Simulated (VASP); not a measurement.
CaO (Lime): single point with PBE

CaO (Lime):

```xyz
2
Lattice="0.0000 2.4151 2.4151 2.4151 0.0000 2.4151 2.4151 2.4151 0.0000" Properties=species:S:1:pos:R:3 pbc="T T T"
Ca    0.0000    0.0000    0.0000
O     2.4151    2.4151    2.4151
```

| Item | Value |
| --- | --- |
| Program | VASP 6.6.1 |
| Task | single point |
| Functional | PBE |
| Potentials or basis | VASP PAW PBE potentials, release 64 (Ca_sv, O) |
| Cutoff | 520 eV |
| k mesh | 8 × 8 × 8 |
| Occupations | fermi-dirac, width 0.02 eV |
| Spin | no spin polarisation |

```json
{"Pressure": "0.6 GPa", "Band gap on the k mesh": "3.64 eV, indirect (least direct gap 4.02 eV)"}
```

Levels at points of the mesh, in eV from the valence-band top:
```csv
k point,band 6,band 7,band 8,band 9,band 10,band 11
"(0.00, 0.00, 0.00)",0.00,0.00,0.00,4.59,6.19,6.19
"(0.50, 0.00, 0.00)",-2.60,-1.17,-1.17,6.98,8.27,8.27
"(0.50, 0.50, 0.00)",-1.31,-0.38,-0.38,3.64,7.94,8.81
```

Wall time 17 s on 1 thread of AMD EPYC 9R45 (Zen 5), on a shared host, peak memory 0.13 GiB.

A k mesh can miss the band edges. Expect the measured gap to be larger: semilocal functionals such as PBE lack the derivative discontinuity.
